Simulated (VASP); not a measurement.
# Pt (Fm-3m) in VASP: further runs

The runs below take Pt through single point, relaxation of cell and atoms, with r2SCAN.

All numbers are computed with VASP 6.6.1; they aren't measurements. Logs are shortened: lines on timing, memory, paths and dates and some standing lists are left out, and cuts for length are marked.

### Step 1. The cell of the first run

The structure is cubic, space group Fm-3m (No. 225). Conventional cell: a = 3.938 Å, b = 3.938 Å, c = 3.938 Å, α = 90.00°, β = 90.00°, γ = 90.00°. Within 3.7 Å of Pt (site symmetry m-3m) lie 12 Pt at 2.78 Å.

### Step 2. Single point, r2SCAN

Contents of POSCAR:

```
Pt
1.0
    0.0000000000      1.9689697041      1.9689697041
    1.9689697041      0.0000000000      1.9689697041
    1.9689697041      1.9689697041      0.0000000000
Pt
1
Direct
    0.0000000000      0.0000000000      0.0000000000
```

Contents of INCAR.step1:

```
SYSTEM = Pt
ALGO     = Normal         ! electronic algorithm
EDIFF    = 1E-5           ! SCF threshold, eV
ENCUT    = 550            ! plane-wave cutoff, eV
GGA      = PE             ! functional
GGA_COMPAT= .FALSE.      
ISMEAR   = -1             ! smearing method
LASPH    = .TRUE.         ! aspherical terms in the spheres
LCHARG   = .FALSE.        ! write CHGCAR
LREAL    = .FALSE.        ! projectors in reciprocal space
LWAVE    = .TRUE.         ! write WAVECAR
NBANDS   = 11             ! bands
NELM     = 120            ! most SCF steps
PREC     = Accurate       ! precision mode
SIGMA    = 0.05           ! smearing width, eV
```

Contents of INCAR.step2:

```
SYSTEM = Pt
ALGO     = Normal         ! electronic algorithm
EDIFF    = 1E-6           ! SCF threshold, eV
ENCUT    = 550            ! plane-wave cutoff, eV
GGA_COMPAT= .FALSE.      
ISIF     = 2              ! what is computed and relaxed
ISMEAR   = -1             ! smearing method
ISTART   = 1            
LASPH    = .TRUE.         ! aspherical terms in the spheres
LCHARG   = .FALSE.        ! write CHGCAR
LMIXTAU  = .TRUE.       
LREAL    = .FALSE.        ! projectors in reciprocal space
LWAVE    = .FALSE.        ! write WAVECAR
METAGGA  = R2SCAN         ! meta-GGA
NBANDS   = 11             ! bands
NELM     = 120            ! most SCF steps
PREC     = Accurate       ! precision mode
SIGMA    = 0.05           ! smearing width, eV
```

Contents of KPOINTS:

```
k-points
0
G
  9 9 9
  0 0 0
```

Potentials or basis: VASP PAW PBE potentials, release 64 (Pt).

The run is started by

```sh
$ cat potpaw_PBE.64/Pt/POTCAR > POTCAR
$ cp INCAR.step1 INCAR
$ mpirun -np 1 vasp_std > vasp.out
$ cp INCAR.step2 INCAR
$ mpirun -np 1 vasp_std > vasp.out
```

OUTCAR:

```text
SYSTEM = Pt
   EDIFF = 1E-6
   ENCUT = 550
   ISIF = 2
   ISMEAR = -1
   ISTART = 1
   LASPH = .TRUE.
   LREAL = .FALSE.
   METAGGA = R2SCAN
   NELM = 120
   PREC = Accurate

 ion  position               nearest neighbor table
   1  0.000  0.000  0.000-

  LATTYP: Found a face centered cubic cell.
 ALAT       =     3.9379394082

  Lattice vectors:

 A1 = (   0.0000000000,   1.9689697041,   1.9689697041)
 A2 = (   1.9689697041,   0.0000000000,   1.9689697041)
 A3 = (   1.9689697041,   1.9689697041,   0.0000000000)

Analysis of symmetry for initial positions (statically):
=====================================================================
 Subroutine PRICEL returns:
 Original cell was already a primitive cell.

 Routine SETGRP: Setting up the symmetry group for a
 face centered cubic supercell.

 Subroutine GETGRP returns: Found 48 space group operations
 (whereof 48 operations were pure point group operations)
 out of a pool of 48 trial point group operations.

The static configuration has the point symmetry O_h .

Analysis of symmetry for dynamics (positions and initial velocities):
=====================================================================
 Subroutine PRICEL returns:
 Original cell was already a primitive cell.

 Routine SETGRP: Setting up the symmetry group for a
 face centered cubic supercell.

 Subroutine GETGRP returns: Found 48 space group operations
 (whereof 48 operations were pure point group operations)
 out of a pool of 48 trial point group operations.

The dynamic configuration has the point symmetry O_h .

 Subroutine INISYM returns: Found 48 space group operations
 (whereof 48 operations are pure point group operations),
 and found     1 'primitive' translations

----------------------------------------------------------------------------------------

                                     Primitive cell

  volume of cell :      15.2668

  direct lattice vectors                    reciprocal lattice vectors
     0.000000000  1.968969704  1.968969704    -0.253939915  0.253939915  0.253939915
     1.968969704  0.000000000  1.968969704     0.253939915 -0.253939915  0.253939915
     1.968969704  1.968969704  0.000000000     0.253939915  0.253939915 -0.253939915

  length of vectors
     2.784543659  2.784543659  2.784543659     0.439836835  0.439836835  0.439836835

  position of ions in fractional coordinates (direct lattice)
     0.000000000  0.000000000  0.000000000

  ion indices of the primitive-cell ions
   primitive index   ion index
                 1           1

----------------------------------------------------------------------------------------

 KPOINTS: k-points

Automatic generation of k-mesh.
 Grid dimensions read from file:
 generate k-points for:    9    9    9

 Generating k-lattice:

  Cartesian coordinates                     Fractional coordinates (reciprocal lattice)
    -0.028215546  0.028215546  0.028215546     0.111111111  0.000000000  0.000000000
     0.028215546 -0.028215546  0.028215546     0.000000000  0.111111111  0.000000000
     0.028215546  0.028215546 -0.028215546     0.000000000  0.000000000  0.111111111

  Length of vectors
     0.048870759  0.048870759  0.048870759

  Shift w.r.t. Gamma in fractional coordinates (k-lattice)
     0.000000000  0.000000000  0.000000000

 Subroutine IBZKPT returns following result:
 ===========================================

 Found     35 irreducible k-points:

 Following reciprocal coordinates:
            Coordinates               Weight
  0.000000  0.000000  0.000000      1.000000
  0.111111  0.000000  0.000000      8.000000
  0.222222  0.000000  0.000000      8.000000
  0.333333  0.000000  0.000000      8.000000
  0.444444  0.000000  0.000000      8.000000
  0.111111  0.111111  0.000000      6.000000
[... 16 lines left out ...]
 -0.333333  0.333333  0.000000     12.000000
  0.444444  0.444444  0.000000      6.000000
 [... further k-points ...]
   k-points           NKPTS =     35   k-points in BZ     NKDIM =     35   number of bands    NBANDS=     11
   number of dos      NEDOS =    301   number of ions     NIONS =      1
   total plane-waves  NPLWV =  13824
   dimension x,y,z NGX =    24 NGY =   24 NGZ =   24
   dimension x,y,z NGXF=    48 NGYF=   48 NGZF=   48
   ions per type =               1
   NGX,Y,Z   is equivalent  to a cutoff of  14.33, 14.33, 14.33 a.u.
   NGXF,Y,Z  is equivalent  to a cutoff of  28.66, 28.66, 28.66 a.u.
 SYSTEM =  Pt
   PREC   = accura    normal or accurate (medium, high low for compatibility)
   ISTART =      1    job   : 0-new  1-cont  2-samecut
   ICHARG =      0    charge: 1-file 2-atom 10-const
   ISPIN  =      1    spin polarized calculation?
   LNONCOLLINEAR =      F non collinear calculations
   LSORBIT =      F    spin-orbit coupling
   LASPH  =      T    aspherical Exc in radial PAW
   ENCUT  =  550.0 eV  40.42 Ry    6.36 a.u.   5.32  5.32  5.32*2*pi/ulx,y,z
   NELM   =    120;   NELMIN=  2; NELMDL=  0     # of ELM steps
   EDIFF  = 0.1E-05   stopping-criterion for ELM
   LREAL  =      F    real-space projection
   EDIFFG = 0.1E-04   stopping-criterion for IOM
   NSW    =      0    number of steps for IOM
   IBRION =     -1    ionic relax: 0-MD 1-quasi-New 2-CG
   NFREE  =      0    steps in history (QN), initial steepest desc. (CG)
   ISIF   =      2    stress and relaxation
   ISYM   =      2    0-nonsym 1-usesym 2-fastsym
   POTIM  = 0.5000    time-step for ionic-motion
   TEBEG  =    0.0;   TEEND  =   0.0 temperature during run
   PSTRESS=    0.0 pullay stress
   NELECT =      10.0000    total number of electrons
   NUPDOWN=      -1.0000    fix difference up-down
   EMIN   =  10.00;   EMAX   =-10.00  energy-range for DOS
   EFERMI =   0.00;   METHOD = LEGACY
   ISMEAR =    -1;   SIGMA  =   0.05  broadening in eV -4-tet -1-fermi 0-gaus
   EFERMI_NEDOS =   21; number of points for ismear=-14 and -15
   IALGO  =     38    algorithm
   IMIX   =      4    mixing-type and parameters
     AMIX     =   0.40;   BMIX     =  1.00
     AMIX_MAG =   1.60;   BMIX_MAG =  1.00
  volume/ion in A,a.u.               =      15.27       103.03
  Fermi-wavevector in a.u.,A,eV,Ry     =   1.421758  2.686734 27.502775  2.021397
  Thomas-Fermi vector in A             =   2.542534
   LORBIT       =      0    0 simple, 1 ext, 2 COOP (PROOUT), +10 PAW based schemes
   METAGGA = R2SCAN    functional components
   LHFCALC =     F    Hartree Fock is set to
   AEXX    =    0.0000 exact exchange contribution
   IVDW    =     0    specifies the selected vdW correction
   LEPSILON=     F    determine dielectric tensor
   LRPA    =     F    only Hartree local field effects (RPA)
 non-spin polarized calculation
  energy-cutoff  :      550.00
  volume of cell :       15.27
 maximum number of plane-waves:       459
 NGX is ok and might be reduce to    24
   NGX = 11   NGY = 11   NGZ = 11

 number of electron      10.0000000 magnetization

 Free energy of the ion-electron system (eV)
  ---------------------------------------------------
  ext. energy  EPLUGINS =         0.00000000
  ---------------------------------------------------
  free energy    TOTEN  =       -51.53687839 eV

  energy without entropy =      -51.52518665  energy(sigma->0) =      -51.53103252

 E-fermi :  10.7845     XC(G=0): -14.5476

 val. band max:       10.7824406837   @ k =   0.4444   0.1111   0.0000
 cond. band min:      10.8636136060   @ k =  -0.4444   0.3333   0.0000
 fundamental gap:      0.0811729223
 Fermi energy:        10.7844623995

 k-point     1 :       0.0000    0.0000    0.0000
  band No.  band energies     occupation
      1       0.4275      2.00000
      2       6.9426      2.00000
      3       6.9426      2.00000
      4       6.9426      2.00000
      5       9.0639      2.00000
      6       9.0639      2.00000
      7      26.2993      0.00000
      8      31.3972      0.00000
      9      31.3972      0.00000
     10      31.3972      0.00000
     11      37.2235      0.00000

 k-point     2 :       0.1111    0.0000    0.0000
  band No.  band energies     occupation
      1       0.9287      2.00000
      2       6.7411      2.00000
      3       7.1265      2.00000
      4       7.1265      2.00000
      5       8.9775      2.00000
      6       8.9775      2.00000
      7      27.0253      0.00000
      8      29.2916      0.00000
      9      32.1478      0.00000
     10      32.1478      0.00000
     11      38.5237      0.00000

 k-point     3 :       0.2222    0.0000    0.0000
  band No.  band energies     occupation
      1       2.1902      2.00000
      2       6.5360      2.00000
      3       7.3297      2.00000
      4       7.3297      2.00000
      5       9.1195      2.00000
      6       9.1195      2.00000
      7      25.7663      0.00000
      8      28.1015      0.00000
      9      34.0115      0.00000
     10      34.0115      0.00000
     11      35.5518      0.00000

 k-point     4 :       0.3333    0.0000    0.0000
  band No.  band energies     occupation
      1       3.1871      2.00000
      2       7.1168      2.00000
      3       7.1168      2.00000
      4       7.5431      2.00000
      5       9.9220      2.00000
      6       9.9220      2.00000
      7      21.5961      0.00000
      8      27.1152      0.00000
      9      33.0651      0.00000
     10      33.0651      0.00000
     11      37.0302      0.00000
[... 239 lines left out ...]
 k-point    22 :      -0.4444    0.3333    0.0000
  band No.  band energies     occupation
      1       4.3365      2.00000
      2       5.0921      2.00000
      3       8.0269      2.00000
      4       9.3640      2.00000
      5      10.8636      0.34074
      6      15.8942      0.00000
      7      17.9168      0.00000
      8      22.6696      0.00000
      9      25.7018      0.00000
     10      31.7579      0.00000
     11      37.6557      0.00000

 k-point    23 :      -0.3333    0.3333    0.0000
  band No.  band energies     occupation
      1       4.8293      2.00000
      2       5.8615      2.00000
      3       7.0445      2.00000
      4       8.8201      2.00000
      5      10.1516      1.99999
      6      15.3738      0.00000
      7      19.8987      0.00000
      8      20.9264      0.00000
      9      28.2000      0.00000
     10      30.6234      0.00000
     11      38.6499      0.00000

 k-point    24 :       0.4444    0.4444    0.0000
  band No.  band energies     occupation
      1       3.6868      2.00000
      2       4.1204      2.00000
      3      10.6661      1.82869
      4      11.0730      0.00621
      5      11.0730      0.00621
      6      11.9002      0.00000
      7      21.1063      0.00000
      8      23.1677      0.00000
      9      23.1677      0.00000
     10      31.7157      0.00000
     11      34.6816      0.00000

 [... further k-points ...]

------------------------ aborting loop because EDIFF is reached ----------------------------------------

  FORCE on cell =-STRESS in cart. coord.  units (eV):
  Direction    XX          YY          ZZ          XY          YZ          ZX
  --------------------------------------------------------------------------------------
  -------------------------------------------------------------------------------------
  Total        0.0693072      0.0693072      0.0693072     -0.0000000      0.0000000     -0.0000000
  in kB        7.2734699      7.2734699      7.2734699     -0.0000000      0.0000000     -0.0000000
  external PRESSURE =       7.2734699 kB  Pullay stress =       0.0000000 kB

 VOLUME and BASIS-vectors are now :
 -----------------------------------------------------------------------------
  energy-cutoff  :      550.00
  volume of cell :       15.27
      direct lattice vectors                 reciprocal lattice vectors
     0.000000000  1.968969704  1.968969704    -0.253939915  0.253939915  0.253939915
     1.968969704  0.000000000  1.968969704     0.253939915 -0.253939915  0.253939915
     1.968969704  1.968969704  0.000000000     0.253939915  0.253939915 -0.253939915

 POSITION                                       TOTAL-FORCE (eV/Angst)
 -----------------------------------------------------------------------------------
      0.00000      0.00000      0.00000         0.000000      0.000000      0.000000
 -----------------------------------------------------------------------------------
    total drift:                               -0.000000      0.000000     -0.000000

  FREE ENERGIE OF THE ION-ELECTRON SYSTEM (eV)
  ---------------------------------------------------
  free  energy   TOTEN  =       -51.5368783869 eV

  energy  without entropy=      -51.5251866473  energy(sigma->0) =      -51.53103252
```

Run time: 19 s. Hardware: 1 thread of Intel Xeon Platinum 8488C (Sapphire Rapids), shared host; peak memory 0.15 GiB.

What came out:

* Free energy: -51.5369 eV
* Pressure: 0.7 GPa
* Band gap on the k mesh: zero (bands 5 and 6 overlap by 2.18 eV)

Caveat: the PAW data sets were made with another functional, which shifts forces and pressure a little; spin-orbit coupling is left out, which moves the levels of the heavy elements.

(Part 1 of 2 ends here.)
